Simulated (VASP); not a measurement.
# Na (Fm-3m) in VASP: further runs

The runs below take Na through single point, relaxation of volume and atoms at fixed shape, with LDA.

All numbers are computed with VASP 6.6.1; they aren't measurements. Logs are shortened: lines on timing, memory, paths and dates and some standing lists are left out, and cuts for length are marked.

### 1 The cell of the first run

The structure is cubic, space group Fm-3m (No. 225). Conventional cell: a = 5.145 Å, b = 5.145 Å, c = 5.145 Å, α = 90.00°, β = 90.00°, γ = 90.00°. Na (site symmetry m-3m) has 12 Na at 3.64 Å within 4.8 Å.

### 2 Single point, LDA

INCAR

```
SYSTEM = Na
  ALGO = Normal
  EDIFF = 1E-7
  ENCUT = 520
  ISIF = 2
  ISMEAR = -1
  LASPH = .True.
  LCHARG = .False.
  LREAL = .False.
  LWAVE = .False.
  NBANDS = 22
  NELM = 100
  PREC = Accurate
  SIGMA = 0.1
```

KPOINTS

```
k-points
0
Gamma
  3 3 3
  0 0 0
```

POSCAR

```
Na
1.0
    5.1450065986      0.0000000000      0.0000000000
    0.0000000000      5.1450065986      0.0000000000
    0.0000000000      0.0000000000      5.1450065986
Na
4
Direct
    0.0000000000      0.0000000000      0.0000000000
    0.0000000000      0.5000000000      0.5000000000
    0.5000000000      0.0000000000      0.5000000000
    0.5000000000      0.5000000000      0.0000000000
```

Potentials or basis: VASP PAW LDA potentials, release 64 (Na_pv).

Run with:

```bash
cat potpaw_LDA.64/Na_pv/POTCAR > POTCAR
mpirun -np 1 vasp_std > vasp.out
```

OUTCAR:

```text
SYSTEM = Na
   EDIFF = 1E-7
   ENCUT = 520
   ISIF = 2
   ISMEAR = -1
   LASPH = .True.
   LREAL = .False.
   NELM = 100
   PREC = Accurate

 ion  position               nearest neighbor table
   1  0.000  0.000  0.000-
   2  0.000  0.500  0.500-
   3  0.500  0.000  0.500-
   4  0.500  0.500  0.000-

  LATTYP: Found a simple cubic cell.
 ALAT       =     5.1450065986

  Lattice vectors:

 A1 = (   5.1450065986,   0.0000000000,   0.0000000000)
 A2 = (   0.0000000000,   5.1450065986,   0.0000000000)
 A3 = (   0.0000000000,   0.0000000000,   5.1450065986)

Analysis of symmetry for initial positions (statically):
=====================================================================
 Subroutine PRICEL returns following result:

  LATTYP: Found a face centered cubic cell.
 ALAT       =     5.1450065986

  Lattice vectors:

 A1 = (   2.5725032993,  -2.5725032993,   0.0000000000)
 A2 = (   2.5725032993,   0.0000000000,   2.5725032993)
 A3 = (   0.0000000000,  -2.5725032993,   2.5725032993)

   4 primitive cells build up your supercell.

 Routine SETGRP: Setting up the symmetry group for a
 simple cubic supercell.

 Subroutine GETGRP returns: Found 48 space group operations
 (whereof 48 operations were pure point group operations)
 out of a pool of 48 trial point group operations.

The static configuration has the point symmetry O_h .

Analysis of symmetry for dynamics (positions and initial velocities):
=====================================================================
 Subroutine PRICEL returns following result:

  LATTYP: Found a face centered cubic cell.
 ALAT       =     5.1450065986

  Lattice vectors:

 A1 = (   2.5725032993,  -2.5725032993,   0.0000000000)
 A2 = (   2.5725032993,   0.0000000000,   2.5725032993)
 A3 = (   0.0000000000,  -2.5725032993,   2.5725032993)

   4 primitive cells build up your supercell.

 Routine SETGRP: Setting up the symmetry group for a
 simple cubic supercell.

 Subroutine GETGRP returns: Found 48 space group operations
 (whereof 48 operations were pure point group operations)
 out of a pool of 48 trial point group operations.

The dynamic configuration has the point symmetry O_h .

 Subroutine INISYM returns: Found 48 space group operations
 (whereof 48 operations are pure point group operations),
 and found     4 'primitive' translations

----------------------------------------------------------------------------------------

                                     Primitive cell

  volume of cell :      34.0485

  direct lattice vectors                    reciprocal lattice vectors
     2.572503299 -2.572503299  0.000000000     0.194363210 -0.194363210 -0.194363210
     2.572503299  0.000000000  2.572503299     0.194363210  0.194363210  0.194363210
     0.000000000 -2.572503299  2.572503299    -0.194363210 -0.194363210  0.194363210

  length of vectors
     3.638069055  3.638069055  3.638069055     0.336646956  0.336646956  0.336646956

  position of ions in fractional coordinates (direct lattice)
     0.000000000  0.000000000  0.000000000

  ion indices of the primitive-cell ions
   primitive index   ion index
                 1           1

----------------------------------------------------------------------------------------

 KPOINTS: k-points

Automatic generation of k-mesh.
 Grid dimensions read from file:
 generate k-points for:    3    3    3

 Generating k-lattice:

  Cartesian coordinates                     Fractional coordinates (reciprocal lattice)
     0.064787737  0.000000000  0.000000000     0.333333333  0.000000000  0.000000000
     0.000000000  0.064787737  0.000000000     0.000000000  0.333333333  0.000000000
     0.000000000  0.000000000  0.064787737     0.000000000  0.000000000  0.333333333

  Length of vectors
     0.064787737  0.064787737  0.064787737

  Shift w.r.t. Gamma in fractional coordinates (k-lattice)
     0.000000000  0.000000000  0.000000000

 Subroutine IBZKPT returns following result:
 ===========================================

 Found      4 irreducible k-points:

 Following reciprocal coordinates:
            Coordinates               Weight
  0.000000  0.000000  0.000000      1.000000
  0.333333  0.000000  0.000000      6.000000
  0.333333  0.333333  0.000000     12.000000
  0.333333  0.333333  0.333333      8.000000
   k-points           NKPTS =      4   k-points in BZ     NKDIM =      4   number of bands    NBANDS=     22
   number of dos      NEDOS =    301   number of ions     NIONS =      4
   total plane-waves  NPLWV =  64000
   dimension x,y,z NGX =    40 NGY =   40 NGZ =   40
   dimension x,y,z NGXF=    80 NGYF=   80 NGZF=   80
   ions per type =               4
   NGX,Y,Z   is equivalent  to a cutoff of  12.92, 12.92, 12.92 a.u.
   NGXF,Y,Z  is equivalent  to a cutoff of  25.85, 25.85, 25.85 a.u.
 SYSTEM =  Na
   PREC   = accura    normal or accurate (medium, high low for compatibility)
   ISTART =      0    job   : 0-new  1-cont  2-samecut
   ICHARG =      2    charge: 1-file 2-atom 10-const
   ISPIN  =      1    spin polarized calculation?
   LNONCOLLINEAR =      F non collinear calculations
   LSORBIT =      F    spin-orbit coupling
   LASPH  =      T    aspherical Exc in radial PAW
   ENCUT  =  520.0 eV  38.22 Ry    6.18 a.u.   9.57  9.57  9.57*2*pi/ulx,y,z
   NELM   =    100;   NELMIN=  2; NELMDL= -5     # of ELM steps
   EDIFF  = 0.1E-06   stopping-criterion for ELM
   LREAL  =      F    real-space projection
   EDIFFG = 0.1E-05   stopping-criterion for IOM
   NSW    =      0    number of steps for IOM
   IBRION =     -1    ionic relax: 0-MD 1-quasi-New 2-CG
   NFREE  =      0    steps in history (QN), initial steepest desc. (CG)
   ISIF   =      2    stress and relaxation
   ISYM   =      2    0-nonsym 1-usesym 2-fastsym
   POTIM  = 0.5000    time-step for ionic-motion
   TEBEG  =    0.0;   TEEND  =   0.0 temperature during run
   PSTRESS=    0.0 pullay stress
   NELECT =      28.0000    total number of electrons
   NUPDOWN=      -1.0000    fix difference up-down
   EMIN   =  10.00;   EMAX   =-10.00  energy-range for DOS
   EFERMI =   0.00;   METHOD = LEGACY
   ISMEAR =    -1;   SIGMA  =   0.10  broadening in eV -4-tet -1-fermi 0-gaus
   EFERMI_NEDOS =   21; number of points for ismear=-14 and -15
   IALGO  =     38    algorithm
   IMIX   =      4    mixing-type and parameters
     AMIX     =   0.40;   BMIX     =  1.00
     AMIX_MAG =   1.60;   BMIX_MAG =  1.00
  volume/ion in A,a.u.               =      34.05       229.77
  Fermi-wavevector in a.u.,A,eV,Ry     =   0.966218  1.825886 12.702076  0.933576
  Thomas-Fermi vector in A             =   2.096000
   LORBIT       =      0    0 simple, 1 ext, 2 COOP (PROOUT), +10 PAW based schemes
   GGA     = CA    functional components
   LHFCALC =     F    Hartree Fock is set to
   AEXX    =    0.0000 exact exchange contribution
   IVDW    =     0    specifies the selected vdW correction
   LEPSILON=     F    determine dielectric tensor
   LRPA    =     F    only Hartree local field effects (RPA)
 non-spin polarized calculation
  energy-cutoff  :      520.00
  volume of cell :      136.19
 maximum number of plane-waves:      3743
 NGX is ok and might be reduce to    40
   NGX = 19   NGY = 19   NGZ = 19

 number of electron      28.0000027 magnetization

 Free energy of the ion-electron system (eV)
  ---------------------------------------------------
  ext. energy  EPLUGINS =         0.00000000
  ---------------------------------------------------
  free energy    TOTEN  =        -5.66572561 eV

  energy without entropy =       -5.58007612  energy(sigma->0) =       -5.62290087

 E-fermi :   0.2924     XC(G=0):  -6.9704

 val. band max:        0.1105374445   @ k =   0.3333   0.3333   0.0000
 cond. band min:       0.7127385819   @ k =   0.3333   0.3333   0.3333
 fundamental gap:      0.6022011374
 Fermi energy:         0.2923696382

 k-point     1 :       0.0000    0.0000    0.0000
  band No.  band energies     occupation
      1     -24.5129      2.00000
      2     -24.5129      2.00000
      3     -24.5129      2.00000
      4     -24.4850      2.00000
      5     -24.4850      2.00000
      6     -24.4850      2.00000
[... 14 lines left out ...]
     21       6.9340      0.00000
     22       6.9340      0.00000

 k-point     2 :       0.3333    0.0000    0.0000
  band No.  band energies     occupation
      1     -24.5059      2.00000
      2     -24.5059      2.00000
      3     -24.5020      2.00000
      4     -24.4919      2.00000
      5     -24.4919      2.00000
      6     -24.4853      2.00000
[... 14 lines left out ...]
     21       5.8914      0.00000
     22       5.8914      0.00000

 k-point     3 :       0.3333    0.3333    0.0000
  band No.  band energies     occupation
      1     -24.5033      2.00000
      2     -24.5033      2.00000
      3     -24.4999      2.00000
      4     -24.4996      2.00000
      5     -24.4912      2.00000
      6     -24.4869      2.00000
[... 14 lines left out ...]
     21       5.9180      0.00000
     22       5.9180      0.00000

 k-point     4 :       0.3333    0.3333    0.3333
  band No.  band energies     occupation
      1     -24.5108      2.00000
      2     -24.5108      2.00000
      3     -24.5108      2.00000
      4     -24.5038      2.00000
      5     -24.4810      2.00000
      6     -24.4810      2.00000
[... 14 lines left out ...]
     21       7.8449      0.00000
     22       7.8449      0.00000

------------------------ aborting loop because EDIFF is reached ----------------------------------------

  FORCE on cell =-STRESS in cart. coord.  units (eV):
  Direction    XX          YY          ZZ          XY          YZ          ZX
  --------------------------------------------------------------------------------------
  -------------------------------------------------------------------------------------
  Total       -0.0219409     -0.0219409     -0.0219409     -0.0000000     -0.0000000      0.0000000
  in kB       -0.2581113     -0.2581113     -0.2581113     -0.0000000     -0.0000000      0.0000000
  external PRESSURE =      -0.2581113 kB  Pullay stress =       0.0000000 kB

 VOLUME and BASIS-vectors are now :
 -----------------------------------------------------------------------------
  energy-cutoff  :      520.00
  volume of cell :      136.19
      direct lattice vectors                 reciprocal lattice vectors
     5.145006599  0.000000000  0.000000000     0.194363210  0.000000000  0.000000000
     0.000000000  5.145006599  0.000000000     0.000000000  0.194363210  0.000000000
     0.000000000  0.000000000  5.145006599     0.000000000  0.000000000  0.194363210

 POSITION                                       TOTAL-FORCE (eV/Angst)
 -----------------------------------------------------------------------------------
      0.00000      0.00000      0.00000        -0.000000     -0.000000     -0.000000
      0.00000      2.57250      2.57250         0.000000      0.000000      0.000000
      2.57250      0.00000      2.57250         0.000000     -0.000000     -0.000000
      2.57250      2.57250      0.00000        -0.000000      0.000000      0.000000
 -----------------------------------------------------------------------------------
    total drift:                               -0.000000      0.000000     -0.000000

  FREE ENERGIE OF THE ION-ELECTRON SYSTEM (eV)
  ---------------------------------------------------
  free  energy   TOTEN  =        -5.6657256104 eV

  energy  without entropy=       -5.5800761215  energy(sigma->0) =       -5.62290087
```

It took 6.3 s on 1 thread of AMD EPYC 7R43 (Zen 3), shared host; peak memory 0.14 GiB.

Results:

* Free energy: -5.6657 eV
* Pressure: 0.0 GPa
* Band gap on the k mesh: zero (band 14 reaches 2.27 eV, above the bottom of band 15 at 0.11 eV)

Caveat: the k points lie up to 0.41 Å⁻¹ apart.

(Continued in part 2 of 2.)
